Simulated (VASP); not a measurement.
A run of VASP 6.6.1 is set up as follows.

The input POSCAR:

```
TiNi
1.0
    2.8960935666      0.0000000000      0.0000000000
    0.0000000000      2.8960935666      0.0000000000
    0.0000000000      0.0000000000      2.8960935666
Ti Ni
1 1
Direct
    0.5000000000      0.5000000000      0.5000000000
    0.0000000000      0.0000000000      0.0000000000
```

Contents of INCAR.step1:

```
PREC = Accurate
ENCUT = 520
ISMEAR = 0
SIGMA = 0.1
LREAL = F
LASPH = T
NELM = 80
NBANDS = 18
GGA = PE
ALGO = Normal
EDIFF = 1E-4
LWAVE = T
LCHARG = F
```

Contents of INCAR.step2:

```
PREC = Accurate
ENCUT = 520
EDIFF = 1E-6
ISMEAR = 0
SIGMA = 0.1
LREAL = F
LASPH = T
NELM = 80
ALGO = Normal
ISIF = 2
LWAVE = F
LCHARG = F
METAGGA = R2SCAN
LMIXTAU = T
NBANDS = 18
ISTART = 1
```

File KPOINTS:

```
Automatic mesh
0
Gamma
  14 14 14
```

Potentials or basis: VASP PAW PBE potentials, release 64 (Ti_sv, Ni).

Run with:

```sh
$ cat potpaw_PBE.64/Ti_sv/POTCAR potpaw_PBE.64/Ni/POTCAR > POTCAR
$ cp INCAR.step1 INCAR
$ mpirun -np 1 vasp_std > vasp.out
$ cp INCAR.step2 INCAR
$ mpirun -np 1 vasp_std > vasp.out
```

Q: Predict the pressure.

A: 20.5 GPa.

Q: What does it give for the band gap on the k mesh?

A: Zero (bands 11 and 12 overlap by 2.03 eV).

Caveat: the cell stands under pressure; the PAW data sets were made with another functional, which shifts forces and pressure a little. Spin polarisation is off, so any magnetic state and its effect on volume and gap are missing.
